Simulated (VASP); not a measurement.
# C: single point with PBE

The system is C, a slab with vacuum.

```
C
1.0
     7.39800    0.00000    0.00000
    -3.69900    6.40686    0.00000
     0.00000    0.00000   13.00000
C
18
Direct
  0.99945 0.00187 0.08041
  0.22644 0.12157 0.08487
  0.98834 0.33639 0.08235
  0.22343 0.45980 0.08831
  0.00143 0.67258 0.08202
  0.21991 0.77604 0.07335
  0.32675 0.01164 0.08335
  0.54830 0.11417 0.08275
  0.32252 0.34388 0.07851
  0.54426 0.44624 0.07682
  0.33506 0.67361 0.07932
  0.55027 0.77745 0.07548
  0.66695 0.99560 0.08648
  0.88283 0.11172 0.08011
  0.66410 0.32991 0.06683
  0.88393 0.44552 0.07462
  0.66310 0.66729 0.07362
  0.89563 0.77960 0.07836
```

```
Program                : VASP 6.6.1
Task                   : single point
Functional             : PBE
Potentials or basis    : VASP PAW PBE potentials, release 64 (C)
Cutoff                 : 520 eV
k mesh                 : 2 × 2 × 1
Occupations            : fermi-dirac, width 0.05 eV
Spin                   : no spin polarisation
Dipole correction      : no
Further INCAR settings : LREAL = Auto; ALGO = Normal; EDIFF = 1e-06; NBANDS = 51
```

* Largest force: 4.424 eV/Å

Forces in eV/Å, atoms in the order of the input:
```
C    0.349  0.202  0.112
C   -4.017 -0.547 -0.690
C    2.564  0.542  0.137
C   -2.162 -2.854 -1.123
C    1.758 -1.972 -1.281
C   -2.085  3.436  1.802
C    3.111 -3.084 -0.619
C    2.631 -0.394 -0.563
C    3.284 -0.307  1.199
C    1.747 -0.091 -1.381
C   -0.977 -0.459 -0.194
C    2.823  0.399  0.729
C   -3.239  1.975 -1.252
C    1.017  0.052  0.495
C   -2.947  0.885  1.841
C   -0.311  0.410  0.248
C    0.307  0.260  0.508
C   -3.853  1.548  0.030
```

Run time: 8.1 min on 1 thread of Intel Xeon 8259CL (shared host), peak memory 0.6 GiB.

Caveat: the k points lie up to 0.49 Å⁻¹ apart; there is no dipole correction, which matters where the two faces differ.
